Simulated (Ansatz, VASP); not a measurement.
# Two plane-wave programs on Au

```
Au
1.0
    -2.62593    2.62593    1.34997
     2.62593   -2.62593    1.34997
     2.62593    2.62593   -1.34997
Au
2
Direct
  0.00000 0.00000 0.00000
  0.75000 0.25000 0.50000
```

Alike in both runs: functional PBEsol; k mesh 22 × 22 × 22; occupations gaussian, width 0.1 eV; no spin polarisation.

Ansatz relaxed the structure, and its values are those at the end. VASP's run is a single point on that final structure, the one shown.

|  | VASP | Ansatz |
| --- | --- | --- |
| version | VASP 6.6.1 | Ansatz 0.2.0 |
| potentials or method | VASP PAW PBE potentials, release 64 (Au), cutoff 520 eV | scalar-relativistic, plane waves, PAW |
| valence electrons in the cell | 22 | 38 |

|  | VASP | Ansatz | Ansatz less VASP |
| --- | --- | --- | --- |
| gap on the k mesh at the Fermi level (eV) | none | none | - |
| pressure (GPa) | -0.2 | 0.0 | +0.24 |

VASP's potentials were made for PBE, not for PBEsol. A gap of «none» marks a metal or a gap that the smearing closes. VASP's potentials hold 22 valence electrons a cell and Ansatz's 38, so a difference there can come from the potentials and not from the codes.

Neither program's run includes spin-orbit coupling.
